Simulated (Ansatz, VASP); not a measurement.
# One calculation of Si4Hg, two programs

```xyz
5
Lattice="-2.2494 2.2494 4.5582 2.2494 -2.2494 4.5582 2.2494 2.2494 -4.5582" Properties=species:S:1:pos:R:3 pbc="T T T"
Si    0.0000    2.2494    2.2791
Si    0.0000    0.0000    3.3603
Si    0.0000    0.0000    5.7562
Si    2.2494    0.0000    2.2791
Hg    0.0000    0.0000    0.0000
```

Change from the starting cell: species swapped into the NaGa4 type (I4/mmm, No. 139).

Alike in both runs: functional PBE; k mesh 6 × 6 × 6; occupations gaussian, width 0.1 eV; no spin polarisation.

Ansatz relaxed the structure, and its values are those at the end. VASP's run is a single point on that final structure, the one shown.

|  | VASP | Ansatz |
| --- | --- | --- |
| version | VASP 6.6.1 | Ansatz 0.2.0 |
| potentials or method | VASP PAW PBE potentials, release 64 (Si, Hg), cutoff 500 eV | scalar-relativistic, plane waves, PAW |
| valence electrons in the cell | 28 | 36 |

|  | VASP | Ansatz | Ansatz less VASP |
| --- | --- | --- | --- |
| gap on the k mesh at the Fermi level (eV) | none | none | - |
| pressure (GPa) | -0.1 | -0.1 | -0.02 |
| rms of the force components (eV/Å) | 0.013 | 0.013 | +0.0005 |

A gap of «none» marks a metal or a gap that the smearing closes. With one functional, cell and mesh, what is left measures potentials, basis and numerics. VASP's potentials hold 28 valence electrons a cell and Ansatz's 36, so a difference there can come from the potentials and not from the codes.

Spin-orbit coupling is off throughout.
